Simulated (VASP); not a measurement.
Al: density of states with PBE

The system is Al.

```xyz
1
Lattice="0.0000 2.0207 2.0207 2.0207 0.0000 2.0207 2.0207 2.0207 0.0000" Properties=species:S:1:pos:R:3 pbc="T T T"
Al    0.0000    0.0000    0.0000
```

```json
{
 "Program": "VASP 6.6.1",
 "Task": "density of states",
 "Functional": "PBE",
 "Potentials or basis": "VASP PAW PBE potentials, release 64 (Al)",
 "Cutoff": "520 eV",
 "k mesh": "18 × 18 × 18",
 "Occupations": "fermi-dirac, width 0.05 eV",
 "Spin": "no spin polarisation",
 "Dipole correction": "no",
 "k mesh for the DOS": "27 × 27 × 27",
 "Occupations for the DOS": "tetrahedron",
 "Further INCAR settings": "ALGO = Normal; EDIFF = 1e-07; NBANDS = 8"
}
```

The valence electrons inside the program's atomic spheres are Al 0.77.

Levels at points of the mesh, in eV from the Fermi level:
| k point | band 1 | band 2 | band 3 | band 4 |
| --- | --- | --- | --- | --- |
| (0.00, 0.00, 0.00) | -11.15 | 12.60 | 12.60 | 12.60 |

Run time: 36 s on 1 thread of Intel(R) Xeon(R) Platinum 8259CL CPU @ 2.50GHz (Skylake/Cascade Lake), on a shared host, peak memory 0.18 GiB.
